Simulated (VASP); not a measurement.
## Sn: electric field gradients with LDA

Sn:

```
Sn
1.0
    -2.91585    2.91585    1.54293
     2.91585   -2.91585    1.54293
     2.91585    2.91585   -1.54293
Sn
2
Direct
  0.00000 0.00000 0.00000
  0.75000 0.25000 0.50000
```

This cell differs from its parent crystal: zz strain of -3 %.

```yaml
Program: VASP 6.6.1
Task: electric field gradients
Functional: LDA
Potentials_or_basis: VASP PAW LDA potentials, release 64 (Sn_d)
Cutoff: 520 eV
k_mesh: 15 × 15 × 15
Occupations: fermi-dirac, width 0.05 eV
Spin: no spin polarisation
Dipole_correction: no
Further_INCAR_settings: ALGO = Normal; EDIFF = 1e-08; NBANDS = 21
```

| Property | Result |
| --- | --- |
| Pressure | -0.1 GPa |
| Band gap on the k mesh | zero (band 14 reaches 9.54 eV, above the bottom of band 15 at 5.30 eV) |

Stress tensor (GPa, compression positive):
```
-0.46  0.00  0.00
 0.00 -0.46  0.00
 0.00  0.00  0.58
```

Levels at points of the mesh, in eV from the Fermi level:
```tsv
k point	band 12	band 13	band 14	band 15	band 16	band 17
(0.00, 0.00, 0.00)	-3.94	-2.18	-2.18	2.92	6.06	6.06
```

Electric field gradients, principal values (V/Å²):
```
atom    least   middle  greatest (by size)
1 Sn  -15.231  -15.233              30.464
2 Sn  -15.231  -15.233              30.464
```

Run time: 3.7 min on 1 thread of Intel(R) Xeon(R) Platinum 8259CL CPU @ 2.50GHz (Skylake/Cascade Lake), with other jobs on the host, peak memory 0.36 GiB.

Caveat: the cell differs from its parent crystal (zz strain of -3 %); without QUAD_EFG the Cq values of the log hold for a quadrupole moment of 1 mb, not for the nuclei; spin-orbit coupling is left out, which moves the levels of the heavy elements.
